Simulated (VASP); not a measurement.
Write the native input for VASP 6.6.1 that does the following.

| Item | Value |
| --- | --- |
| Task | single point |
| Functional | PBEsol |
| Dispersion | D3(BJ) |
| Potentials or basis | VASP PAW PBE potentials, release 64 (Al) |
| Cutoff | 520 eV |
| k mesh | 18 × 18 × 6 |
| Occupations | gaussian, width 0.1 eV |
| Spin | no spin polarisation |
| Dipole correction | no |
| Further INCAR settings | ALGO = Normal; EDIFF = 1e-06; NBANDS = 14 |

The structure of Al lies in POSCAR:

```
Al
1.0
    2.8270770242      0.0000000000      0.0000000000
   -1.4135385121      2.4483205214      0.0000000000
    0.0000000000      0.0000000000      9.1859930700
Al
4
Direct
    0.0000000000      0.0000000000      0.0000000000
    0.3333333300      0.6666666700      0.2500000000
    0.0000000000      0.0000000000      0.5000000000
    0.6666666700      0.3333333300      0.7500000000
```

This isn't the form of Al at room conditions, which is fcc.

These files were run (other wordings do the same):

INCAR

```
SYSTEM = Al
PREC     = Accurate       ! precision mode
ENCUT    = 520            ! plane-wave cutoff, eV
EDIFF    = 1E-6           ! SCF threshold, eV
ISMEAR   = 0              ! smearing method
SIGMA    = 0.1            ! smearing width, eV
LREAL    = .FALSE.        ! projectors in reciprocal space
LASPH    = .TRUE.         ! aspherical terms in the spheres
NELM     = 60             ! most SCF steps
ALGO     = Normal         ! electronic algorithm
ISIF     = 2              ! what is computed and relaxed
LWAVE    = .FALSE.        ! write WAVECAR
LCHARG   = .FALSE.        ! write CHGCAR
GGA      = PS             ! functional
IVDW     = 12             ! dispersion correction
NBANDS   = 14             ! bands
```

KPOINTS

```
Automatic mesh
0
G
  18 18 6
  0 0 0
```

Potentials or basis: VASP PAW PBE potentials, release 64 (Al).

The run is started by

```bash
$ cat potpaw_PBE.64/Al/POTCAR > POTCAR
$ mpirun -np 1 vasp_std > vasp.out
```

It gave:

```json
{
  "Pressure": "-1.5 GPa",
  "Band gap on the k mesh": "zero (bands 6 and 7 overlap by 5.64 eV)",
  "Dispersion energy per atom": "-0.330 eV"
}
```

Caveat: the PAW data sets were made with another functional, which shifts forces and pressure a little.

Run time: 2.4 min on 1 thread of Intel Xeon 8259CL, with other jobs on the host, peak memory 0.25 GiB.
